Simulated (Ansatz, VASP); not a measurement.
One calculation of Sn4Se, two programs

INCAR

```
SYSTEM = Sn4Se
  ALGO = Normal
  EDIFF = 1E-7
  EDIFFG = -0.01
  ENCUT = 600
  GGA = PE
  IBRION = 2
  ISIF = 3
  ISMEAR = 0
  LASPH = .TRUE.
  LCHARG = .FALSE.
  LREAL = .FALSE.
  LWAVE = .FALSE.
  NELM = 80
  NSW = 100
  PREC = Accurate
  SIGMA = 0.1
```

The input KPOINTS:

```
k-points
0
G
  8 8 8
  0 0 0
```

File POSCAR:

```
Sn4Se
1.0
    0.0000000000      4.3795541075      4.3795541075
    4.3795541075      0.0000000000      4.3795541075
    4.3795541075      4.3795541075      0.0000000000
Sn Se
4 1
Direct
    0.8752073665      0.3743779006      0.8752073665
    0.8752073665      0.8752073665      0.8752073665
    0.3743779006      0.8752073665      0.8752073665
    0.8752073665      0.8752073665      0.3743779006
    0.5000000000      0.5000000000      0.5000000000
```

Input for Ansatz:

```yaml
crystal:
  lattice:
    - [0.0, 4.3795541075, 4.3795541075]
    - [4.3795541075, 0.0, 4.3795541075]
    - [4.3795541075, 4.3795541075, 0.0]
  atoms:
    - { symbol: Sn, position: [0.8752073665, 0.3743779006, 0.8752073665] }
    - { symbol: Sn, position: [0.8752073665, 0.8752073665, 0.8752073665] }
    - { symbol: Sn, position: [0.3743779006, 0.8752073665, 0.8752073665] }
    - { symbol: Sn, position: [0.8752073665, 0.8752073665, 0.3743779006] }
    - { symbol: Se, position: [0.5, 0.5, 0.5] }
basis:
  ecutwfc: 420
kpoints:
  mp_grid: { grid: [8, 8, 8] }
hamiltonian:
  xc: pbe
scf:
  occupations: { method: gaussian, width: 0.1 }
output:
  forces: true
  stress: true
  eigenvalues: true
relax:
  adjacent_minimum: "off"
  f_tol: 0.01
  max_steps: 80
  cell: { stress_tol: 0.05 }
```

Alike in both runs: task relaxation of cell and atoms; functional PBE; k mesh 8 × 8 × 8; occupations gaussian, width 0.1 eV; no spin polarisation.

|  | VASP | Ansatz |
| --- | --- | --- |
| version | VASP 6.6.1 | Ansatz 0.2.0 |
| potentials or method | VASP PAW PBE potentials, release 64 (Sn_d, Se), cutoff 600 eV | scalar-relativistic, plane waves, PAW |
| valence electrons in the cell | 62 | 72 |

VASP gave:

| Property | Result |
| --- | --- |
| gap on the k mesh at the Fermi level, each at its own relaxed structure (eV) | none |
| relaxed volume (Å³/atom) | 33.38 |
| relaxed length of the cell vector where the two differ most in proportion (Å) | 6.180 |

Task: Which values does Ansatz return?

Result: gap on the k mesh at the Fermi level, each at its own relaxed structure (eV): none; relaxed volume (Å³/atom): 33.40; relaxed length of the cell vector where the two differ most in proportion (Å): 6.181.

A gap of «none» marks a metal or a gap that the smearing closes. VASP's potentials hold 62 valence electrons a cell and Ansatz's 72, so a difference there can come from the potentials and not from the codes.
